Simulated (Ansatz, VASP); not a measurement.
PbF2 in VASP and in Ansatz

Contents of INCAR:

```
  PREC = Accurate
  ENCUT = 520
  EDIFF = 1E-6
  ISMEAR = 0
  SIGMA = 0.05
  LREAL = False
  LASPH = True
  NELM = 80
  ALGO = Normal
  ISIF = 2
  LWAVE = False
  LCHARG = True
  GGA = PE
  IVDW = 12
  LELF = True
  LVHAR = True
  NBANDS = 21
```

KPOINTS

```
regular mesh
0
Gamma
  8 8 8
```

POSCAR

```
PbF2
1.0
    0.0000000000      2.8807545000      3.0143977500
    2.8807545000      0.0000000000      3.0143977500
    2.8807545000      2.8807545000      0.0000000000
Pb F
1 2
Direct
    0.0000000000      0.0000000000      0.0000000000
    0.2500000000      0.2500000000      0.2500000000
    0.7500000000      0.7500000000      0.7500000000
```

Input for Ansatz:

```yaml
crystal:
  lattice:
    - [0.0, 2.8807545, 3.01439775]
    - [2.8807545, 0.0, 3.01439775]
    - [2.8807545, 2.8807545, 0.0]
  atoms:
    - { symbol: Pb, position: [0.0, 0.0, 0.0] }
    - { symbol: F, position: [0.25, 0.25, 0.25] }
    - { symbol: F, position: [0.75, 0.75, 0.75] }
basis:
  ecutwfc: 420
kpoints:
  mp_grid: { grid: [8, 8, 8] }
hamiltonian:
  xc: pbe
  dispersion: d3bj
scf:
  occupations: { method: gaussian, width: 0.05 }
output:
  forces: true
  stress: true
  eigenvalues: true
```

Change from the starting cell: strain -0.030 along x and y, +0.015 along z, atoms carried along.

Alike in both runs: task single point; functional PBE; dispersion D3(BJ); k mesh 8 × 8 × 8; occupations gaussian, width 0.05 eV; no spin polarisation.

|  | VASP | Ansatz |
| --- | --- | --- |
| version | VASP 6.6.1 | Ansatz 0.2.0 |
| potentials or method | VASP PAW PBE potentials, release 64 (Pb_d, F), cutoff 520 eV | scalar-relativistic, plane waves, PAW |
| valence electrons in the cell | 28 | 28 |

```tsv
	VASP	Ansatz	Ansatz less VASP
gap on the k mesh at the Fermi level (eV)	4.28	4.28	+0.003
least direct gap on the mesh (eV)	4.50	4.50	+0.002
pressure (GPa)	4.3	4.5	+0.20
traceless stress, the component that is largest in VASP (GPa)	-1.53	-1.53	-0.002
```

Neither program's run includes spin-orbit coupling.
